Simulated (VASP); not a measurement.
## GaN: single point with PBEsol

Crystal: GaN.

```
Ga N
1.0
     3.16138    0.00000    0.00000
    -1.58069    2.73783    0.00000
     0.00000    0.00000    5.15060
Ga N
2 2
Direct
  0.33333 0.66667 0.99919
  0.66667 0.33333 0.49919
  0.33333 0.66667 0.37581
  0.66667 0.33333 0.87581
```

This cell differs from its parent crystal: volume scaled by 0.980.

```yaml
Program: VASP 6.6.1
Task: single point
Functional: PBEsol
Potentials_or_basis: VASP PAW PBE potentials, release 64 (Ga_d, N)
Cutoff: 520 eV
k_mesh: 12 × 12 × 6
Occupations: gaussian, width 0.05 eV
Spin: no spin polarisation
```

```
Pressure               : 3.8 GPa
Largest force          : 0.004 eV/Å
Band gap on the k mesh : 2.03 eV, direct
```

Forces on the atoms (eV/Å):
```
Ga   0.000  0.000  0.004
Ga   0.000  0.000  0.004
N    0.000  0.000 -0.004
N    0.000  0.000 -0.004
```

Levels at points of the mesh, in eV from the valence-band top:
```
           k point  band 14  band 15  band 16  band 17  band 18  band 19  band 20  band 21  band 22  band 23
(0.00, 0.00, 0.00)    -1.07    -1.07    -0.05     0.00     0.00     2.03     4.34     9.23     9.93     9.93
(0.50, 0.00, 0.00)    -5.42    -4.36    -2.86    -2.32    -1.04     5.00     5.63     6.01     8.74    10.41
(0.00, 0.00, 0.50)    -3.92    -0.55    -0.55    -0.55    -0.55     4.35     4.35     8.49     8.49    10.45
(0.50, 0.00, 0.50)    -6.79    -2.02    -2.02    -1.97    -1.97     4.36     4.36     7.83     7.83    10.01
```

Run time: 53 s on 1 thread of AMD EPYC 9R45 96-Core Processor (Zen 5), on a shared host, peak memory 0.18 GiB.

Caveat: the PAW data sets were made with another functional, which shifts forces and pressure a little.
